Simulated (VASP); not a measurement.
# Si (Pm-3m) in VASP: further runs

Si is run at these levels: PBE; tasks: single point, relaxation of cell and atoms.

Everything below comes from runs of VASP 6.6.1. Logs are shortened: lines on timing, memory, paths and dates and some standing lists are left out, and cuts for length are marked.

## 1. The cell of the first run

The structure is cubic, space group Pm-3m (No. 221). Conventional cell: a = 4.440 Å, b = 4.440 Å, c = 4.440 Å, α = 90.00°, β = 90.00°, γ = 90.00°. Si (site symmetry 4/mmm) has 6 Si at 2.22 Å within 2.9 Å. Within 2.9 Å of Si (site symmetry m-3m) lie 6 Si at 2.22 Å. Si (site symmetry 4/mmm) has 4 Si at 2.22 Å within 2.9 Å.

## 2. Single point, PBE

The input, INCAR:

```
ALGO = Normal
EDIFF = 1E-6
ENCUT = 520
GGA = PE
ISIF = 2
ISMEAR = 0
LASPH = True
LCHARG = False
LREAL = False
LWAVE = False
NBANDS = 23
NELM = 100
PREC = Accurate
SIGMA = 0.1
```

The input, KPOINTS:

```
k-points
0
Gamma
  4 4 4
```

The input, POSCAR:

```
Si
1.0
    4.4400000000      0.0000000000      0.0000000000
    0.0000000000      4.4400000000      0.0000000000
    0.0000000000      0.0000000000      4.4400000000
Si
7
Direct
    0.5000000000      0.5000000000      0.0000000000
    0.0000000000      0.5000000000      0.5000000000
    0.5000000000      0.0000000000      0.5000000000
    0.5000000000      0.5000000000      0.5000000000
    0.5000000000      0.0000000000      0.0000000000
    0.0000000000      0.5000000000      0.0000000000
    0.0000000000      0.0000000000      0.5000000000
```

Potentials or basis: VASP PAW PBE potentials, release 64 (Si).

Launch:

```bash
> cat potpaw_PBE.64/Si/POTCAR > POTCAR
> mpirun -np 1 vasp_std > vasp.out
```

OUTCAR:

```text
EDIFF = 1E-6
   ENCUT = 520
   GGA = PE
   ISIF = 2
   ISMEAR = 0
   LASPH = True
   LREAL = False
   NELM = 100
   PREC = Accurate

 ion  position               nearest neighbor table
   1  0.500  0.500  0.000-   4 2.22   5 2.22   6 2.22   4 2.22   5 2.22   6 2.22   3 3.14   3 3.14
                             3 3.14   2 3.14   3 3.14   2 3.14   2 3.14   2 3.14
   2  0.000  0.500  0.500-   4 2.22   6 2.22   7 2.22   6 2.22   7 2.22   4 2.22   3 3.14   3 3.14
                             1 3.14   1 3.14   3 3.14   1 3.14   1 3.14   3 3.14
   3  0.500  0.000  0.500-   4 2.22   5 2.22   7 2.22   5 2.22   4 2.22   7 2.22   2 3.14   1 3.14
                             2 3.14   1 3.14   1 3.14   2 3.14   1 3.14   2 3.14
   4  0.500  0.500  0.500-   1 2.22   2 2.22   3 2.22   1 2.22   3 2.22   2 2.22   5 3.14   5 3.14
                             6 3.14   6 3.14   5 3.14   7 3.14   5 3.14   7 3.14   6 3.14   7 3.14
   5  0.500  0.000  0.000-   1 2.22   3 2.22   3 2.22   1 2.22   7 3.14   4 3.14   4 3.14   7 3.14
                             6 3.14   4 3.14   6 3.14   4 3.14   6 3.14   7 3.14   7 3.14   6 3.14
   6  0.000  0.500  0.000-   1 2.22   2 2.22   2 2.22   1 2.22   7 3.14   4 3.14   4 3.14   7 3.14
                             5 3.14   7 3.14   7 3.14   5 3.14   4 3.14   5 3.14   4 3.14   5 3.14
   7  0.000  0.000  0.500-   2 2.22   3 2.22   2 2.22   3 2.22   6 3.14   5 3.14   6 3.14   4 3.14
                             4 3.14   6 3.14   6 3.14   5 3.14   4 3.14   5 3.14   5 3.14   4 3.14

  LATTYP: Found a simple cubic cell.
 ALAT       =     4.4400000000

  Lattice vectors:

 A1 = (   4.4400000000,   0.0000000000,   0.0000000000)
 A2 = (   0.0000000000,   4.4400000000,   0.0000000000)
 A3 = (   0.0000000000,   0.0000000000,   4.4400000000)

Analysis of symmetry for initial positions (statically):
=====================================================================
 Subroutine PRICEL returns:
 Original cell was already a primitive cell.

 Routine SETGRP: Setting up the symmetry group for a
 simple cubic supercell.

 Subroutine GETGRP returns: Found 48 space group operations
 (whereof 48 operations were pure point group operations)
 out of a pool of 48 trial point group operations.

The static configuration has the point symmetry O_h .

Analysis of symmetry for dynamics (positions and initial velocities):
=====================================================================
 Subroutine PRICEL returns:
 Original cell was already a primitive cell.

 Routine SETGRP: Setting up the symmetry group for a
 simple cubic supercell.

 Subroutine GETGRP returns: Found 48 space group operations
 (whereof 48 operations were pure point group operations)
 out of a pool of 48 trial point group operations.

The dynamic configuration has the point symmetry O_h .

 Subroutine INISYM returns: Found 48 space group operations
 (whereof 48 operations are pure point group operations),
 and found     1 'primitive' translations

----------------------------------------------------------------------------------------

                                     Primitive cell

  volume of cell :      87.5284

  direct lattice vectors                    reciprocal lattice vectors
     4.440000000  0.000000000  0.000000000     0.225225225  0.000000000  0.000000000
     0.000000000  4.440000000  0.000000000     0.000000000  0.225225225  0.000000000
     0.000000000  0.000000000  4.440000000     0.000000000  0.000000000  0.225225225

  length of vectors
     4.440000000  4.440000000  4.440000000     0.225225225  0.225225225  0.225225225

  position of ions in fractional coordinates (direct lattice)
     0.500000000  0.500000000  0.000000000
     0.000000000  0.500000000  0.500000000
     0.500000000  0.000000000  0.500000000
     0.500000000  0.500000000  0.500000000
     0.500000000  0.000000000  0.000000000
     0.000000000  0.500000000  0.000000000
     0.000000000  0.000000000  0.500000000

  ion indices of the primitive-cell ions
   primitive index   ion index
                 1           1
                 2           2
                 3           3
                 4           4
                 5           5
                 6           6
                 7           7

----------------------------------------------------------------------------------------

 KPOINTS: k-points

Automatic generation of k-mesh.
 Grid dimensions read from file:
 generate k-points for:    4    4    4

 Generating k-lattice:

  Cartesian coordinates                     Fractional coordinates (reciprocal lattice)
     0.056306306  0.000000000  0.000000000     0.250000000  0.000000000  0.000000000
     0.000000000  0.056306306  0.000000000     0.000000000  0.250000000  0.000000000
     0.000000000  0.000000000  0.056306306     0.000000000  0.000000000  0.250000000

  Length of vectors
     0.056306306  0.056306306  0.056306306

  Shift w.r.t. Gamma in fractional coordinates (k-lattice)
     0.000000000  0.000000000  0.000000000

 Subroutine IBZKPT returns following result:
 ===========================================

 Found     10 irreducible k-points:

 Following reciprocal coordinates:
            Coordinates               Weight
  0.000000  0.000000  0.000000      1.000000
  0.250000  0.000000  0.000000      6.000000
  0.500000  0.000000  0.000000      3.000000
  0.250000  0.250000  0.000000     12.000000
  0.500000  0.250000  0.000000     12.000000
  0.500000  0.500000  0.000000      3.000000
  0.250000  0.250000  0.250000      8.000000
  0.500000  0.250000  0.250000     12.000000
  0.500000  0.500000  0.250000      6.000000
  0.500000  0.500000  0.500000      1.000000
   k-points           NKPTS =     10   k-points in BZ     NKDIM =     10   number of bands    NBANDS=     23
   number of dos      NEDOS =    301   number of ions     NIONS =      7
   total plane-waves  NPLWV =  46656
   dimension x,y,z NGX =    36 NGY =   36 NGZ =   36
   dimension x,y,z NGXF=    72 NGYF=   72 NGZF=   72
   ions per type =               7
   NGX,Y,Z   is equivalent  to a cutoff of  13.48, 13.48, 13.48 a.u.
   NGXF,Y,Z  is equivalent  to a cutoff of  26.96, 26.96, 26.96 a.u.
 SYSTEM =  unknown system
   PREC   = accura    normal or accurate (medium, high low for compatibility)
   ISTART =      0    job   : 0-new  1-cont  2-samecut
   ICHARG =      2    charge: 1-file 2-atom 10-const
   ISPIN  =      1    spin polarized calculation?
   LNONCOLLINEAR =      F non collinear calculations
   LSORBIT =      F    spin-orbit coupling
   LASPH  =      T    aspherical Exc in radial PAW
   ENCUT  =  520.0 eV  38.22 Ry    6.18 a.u.   8.26  8.26  8.26*2*pi/ulx,y,z
   NELM   =    100;   NELMIN=  2; NELMDL= -5     # of ELM steps
   EDIFF  = 0.1E-05   stopping-criterion for ELM
   LREAL  =      F    real-space projection
   EDIFFG = 0.1E-04   stopping-criterion for IOM
   NSW    =      0    number of steps for IOM
   IBRION =     -1    ionic relax: 0-MD 1-quasi-New 2-CG
   NFREE  =      0    steps in history (QN), initial steepest desc. (CG)
   ISIF   =      2    stress and relaxation
   ISYM   =      2    0-nonsym 1-usesym 2-fastsym
   POTIM  = 0.5000    time-step for ionic-motion
   TEBEG  =    0.0;   TEEND  =   0.0 temperature during run
   PSTRESS=    0.0 pullay stress
   NELECT =      28.0000    total number of electrons
   NUPDOWN=      -1.0000    fix difference up-down
   EMIN   =  10.00;   EMAX   =-10.00  energy-range for DOS
   EFERMI =   0.00;   METHOD = LEGACY
   ISMEAR =     0;   SIGMA  =   0.10  broadening in eV -4-tet -1-fermi 0-gaus
   EFERMI_NEDOS =   21; number of points for ismear=-14 and -15
   IALGO  =     38    algorithm
   IMIX   =      4    mixing-type and parameters
     AMIX     =   0.40;   BMIX     =  1.00
     AMIX_MAG =   1.60;   BMIX_MAG =  1.00
  volume/ion in A,a.u.               =      12.50        84.38
  Fermi-wavevector in a.u.,A,eV,Ry     =   1.119639  2.115810 17.056136  1.253591
  Thomas-Fermi vector in A             =   2.256279
   LORBIT       =      0    0 simple, 1 ext, 2 COOP (PROOUT), +10 PAW based schemes
   GGA     = PE    functional components
   LHFCALC =     F    Hartree Fock is set to
   AEXX    =    0.0000 exact exchange contribution
   IVDW    =     0    specifies the selected vdW correction
   LEPSILON=     F    determine dielectric tensor
   LRPA    =     F    only Hartree local field effects (RPA)
 non-spin polarized calculation
 Gauss-broadening in eV      SIGMA  =   0.10
  energy-cutoff  :      520.00
  volume of cell :       87.53
 maximum number of plane-waves:      2373
 NGX is ok and might be reduce to    36
   NGX = 17   NGY = 17   NGZ = 17

 number of electron      28.0000000 magnetization

 Free energy of the ion-electron system (eV)
  ---------------------------------------------------
  ext. energy  EPLUGINS =         0.00000000
  ---------------------------------------------------
  free energy    TOTEN  =       -29.05351423 eV

  energy without entropy =      -29.02217557  energy(sigma->0) =      -29.03784490

 E-fermi :  11.8400     XC(G=0): -11.6034

 val. band max:       11.7580969563   @ k =   0.5000   0.2500   0.0000
 cond. band min:      11.8403526100   @ k =   0.5000   0.2500   0.2500
 fundamental gap:      0.0822556537
 Fermi energy:        11.8400157954

 k-point     1 :       0.0000    0.0000    0.0000
  band No.  band energies     occupation
      1      -4.2991      2.00000
      2       2.0085      2.00000
      3       2.0085      2.00000
      4       3.2058      2.00000
      5       3.2058      2.00000
      6       3.2058      2.00000
[... 15 lines left out ...]
     22      15.4509      0.00000
     23      17.4871      0.00000

 k-point     2 :       0.2500    0.0000    0.0000
  band No.  band energies     occupation
      1      -3.8734      2.00000
      2      -0.1989      2.00000
      3       2.4460      2.00000
      4       3.5787      2.00000
      5       3.5787      2.00000
      6       3.7932      2.00000
[... 15 lines left out ...]
     22      15.8345      0.00000
     23      16.2058      0.00000

 k-point     3 :       0.5000    0.0000    0.0000
  band No.  band energies     occupation
      1      -2.9832      2.00000
      2      -1.9138      2.00000
      3       3.5005      2.00000
      4       4.0744      2.00000
      5       4.2821      2.00000
      6       4.2821      2.00000
[... 15 lines left out ...]
     22      16.9496      0.00000
     23      19.2173      0.00000

 k-point     4 :       0.2500    0.2500    0.0000
  band No.  band energies     occupation
      1      -3.4463      2.00000
      2      -0.0458      2.00000
      3       0.5206      2.00000
      4       3.4248      2.00000
      5       3.9569      2.00000
      6       4.0778      2.00000
[... 15 lines left out ...]
     22      16.6970      0.00000
     23      17.7192      0.00000

 k-point     5 :       0.5000    0.2500    0.0000
  band No.  band energies     occupation
      1      -2.5382      2.00000
      2      -1.5423      2.00000
      3       1.0450      2.00000
      4       2.3300      2.00000
      5       4.3232      2.00000
      6       4.6944      2.00000
[... 15 lines left out ...]
     22      17.6121      0.00000
     23      17.6310      0.00000

 k-point     6 :       0.5000    0.5000    0.0000
  band No.  band energies     occupation
      1      -1.4383      2.00000
      2      -0.9083      2.00000
      3      -0.9083      2.00000
      4       0.9326      2.00000
      5       5.2844      2.00000
      6       5.7380      2.00000
[... 15 lines left out ...]
     22      18.4845      0.00000
     23      19.2920      0.00000

 k-point     7 :       0.2500    0.2500    0.2500
  band No.  band energies     occupation
      1      -3.0183      2.00000
      2       0.3772      2.00000
      3       0.3772      2.00000
      4       1.3064      2.00000
      5       3.9726      2.00000
      6       3.9726      2.00000
[... 15 lines left out ...]
     22      17.7746      0.00000
     23      17.7746      0.00000

 k-point     8 :       0.5000    0.2500    0.2500
  band No.  band energies     occupation
      1      -2.0945      2.00000
      2      -1.1605      2.00000
      3       1.2898      2.00000
      4       1.6968      2.00000
      5       2.2353      2.00000
      6       3.2691      2.00000
[... 15 lines left out ...]
     22      16.9777      0.00000
     23      17.1260      0.00000

 k-point     9 :       0.5000    0.5000    0.2500
  band No.  band energies     occupation
      1      -0.9923      2.00000
      2      -0.4841      2.00000
      3      -0.4841      2.00000
      4       1.1456      2.00000
      5       2.5240      2.00000
      6       3.1580      2.00000
[... 15 lines left out ...]
     22      16.7544      0.00000
     23      17.6312      0.00000

 k-point    10 :       0.5000    0.5000    0.5000
  band No.  band energies     occupation
      1       0.2560      2.00000
      2       0.4241      2.00000
      3       0.4241      2.00000
      4       0.4241      2.00000
      5       1.4077      2.00000
      6       1.4077      2.00000
[... 15 lines left out ...]
     22      17.0971      0.00000
     23      17.0971      0.00000

------------------------ aborting loop because EDIFF is reached ----------------------------------------

  FORCE on cell =-STRESS in cart. coord.  units (eV):
  Direction    XX          YY          ZZ          XY          YZ          ZX
  --------------------------------------------------------------------------------------
  -------------------------------------------------------------------------------------
  Total       32.8409879     32.8409879     32.8409879      0.0000000      0.0000000     -0.0000000
  in kB      601.1431249    601.1431249    601.1431249      0.0000000      0.0000000     -0.0000000
  external PRESSURE =     601.1431249 kB  Pullay stress =       0.0000000 kB

 VOLUME and BASIS-vectors are now :
 -----------------------------------------------------------------------------
  energy-cutoff  :      520.00
  volume of cell :       87.53
      direct lattice vectors                 reciprocal lattice vectors
     4.440000000  0.000000000  0.000000000     0.225225225  0.000000000  0.000000000
     0.000000000  4.440000000  0.000000000     0.000000000  0.225225225  0.000000000
     0.000000000  0.000000000  4.440000000     0.000000000  0.000000000  0.225225225

 POSITION                                       TOTAL-FORCE (eV/Angst)
 -----------------------------------------------------------------------------------
      2.22000      2.22000      0.00000         0.000000      0.000000      0.000000
      0.00000      2.22000      2.22000         0.000000      0.000000      0.000000
      2.22000      0.00000      2.22000         0.000000      0.000000      0.000000
      2.22000      2.22000      2.22000         0.000000      0.000000      0.000000
      2.22000      0.00000      0.00000         0.000000      0.000000      0.000000
      0.00000      2.22000      0.00000         0.000000      0.000000      0.000000
      0.00000      0.00000      2.22000         0.000000      0.000000      0.000000
 -----------------------------------------------------------------------------------
    total drift:                               -0.000000      0.000000      0.000000

  FREE ENERGIE OF THE ION-ELECTRON SYSTEM (eV)
  ---------------------------------------------------
  free  energy   TOTEN  =       -29.0535142320 eV

  energy  without entropy=      -29.0221755742  energy(sigma->0) =      -29.03784490
```

Wall time 33 s (1 thread of AMD EPYC 7R13, shared host); peak memory 0.16 GiB.

What came out:

* Free energy: -29.0535 eV
* Pressure: 60.1 GPa
* Band gap on the k mesh: zero (band 14 reaches 12.81 eV, above the bottom of band 15 at 10.04 eV)

(Continued in part 2 of 2.)
